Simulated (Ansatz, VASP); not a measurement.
Two plane-wave programs on GaN

```
Ga N
1.0
     0.00000    2.28316    2.28316
     2.28316    0.00000    2.28316
     2.28316    2.28316    0.00000
Ga N
1 1
Direct
  0.00000 0.00000 0.00000
  0.25000 0.25000 0.25000
```

Alike in both runs: task single point; functional revPBE; dispersion D3(BJ); k mesh 10 × 10 × 10; occupations fermi-dirac, width 0.05 eV; no spin polarisation.

|  | VASP | Ansatz |
| --- | --- | --- |
| version | VASP 6.6.1 | Ansatz 0.2.0 |
| potentials or method | VASP PAW PBE potentials, release 64 (Ga_d, N) | Ansatz PAW |
| plane-wave cutoff (eV) | 520 | 420 |
| valence electrons in the cell | 18 | 18 |

|  | VASP | Ansatz | Ansatz less VASP |
| --- | --- | --- | --- |
| gap on the k mesh at the Fermi level (eV) | 1.51 | 1.49 | -0.018 |
| least direct gap on the mesh (eV) | 1.51 | 1.49 | -0.018 |
| pressure (GPa) | -6.0 | -5.9 | +0.07 |

VASP's potentials were made for PBE, not for revPBE.
